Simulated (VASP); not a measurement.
**W: single point with PBEsol**

W:

```
W
1.0
     3.15377    0.00000    0.00000
     0.00000    3.15377    0.00000
     0.00000    0.00000    3.15377
W
2
Direct
  0.00000 0.00000 0.00000
  0.50000 0.50000 0.50000
```

```
Program                : VASP 6.6.1
Task                   : single point
Functional             : PBEsol
Potentials or basis    : VASP PAW PBE potentials, release 64 (W_sv)
Cutoff                 : 520 eV
k mesh                 : 12 × 12 × 12
Occupations            : fermi-dirac, width 0.08 eV
Spin                   : no spin polarisation
Dipole correction      : no
Further INCAR settings : ALGO = Normal; EDIFF = 1e-07; NBANDS = 21
```

* Pressure: 0.8 GPa
* Band gap on the k mesh: zero (bands 14 and 15 overlap by 1.27 eV)

Levels at points of the mesh, in eV from the Fermi level:
```
           k point  band 10  band 11  band 12  band 13  band 14  band 15  band 16  band 17  band 18  band 19
(0.00, 0.00, 0.00)    -5.95    -5.95    -1.27    -1.27    -1.27     2.25     2.25     5.24     5.24     5.24
(0.50, 0.00, 0.00)    -5.26    -2.90    -2.90    -0.56    -0.56    -0.56    -0.56     1.36     1.36     3.51
(0.50, 0.50, 0.00)    -6.38    -3.64    -3.64     0.72     0.72     2.15     2.15     3.14     3.14     6.25
(0.50, 0.50, 0.50)    -3.00    -3.00    -3.00    -3.00    -3.00     3.31     3.31     3.31     3.31     6.66
```

Wall time 51 s on 1 thread of Intel Xeon 8259CL, on a shared host, peak memory 0.17 GiB.

Caveat: the PAW data sets were made with another functional, which shifts forces and pressure a little; spin-orbit coupling is left out, which moves the levels of the heavy elements.
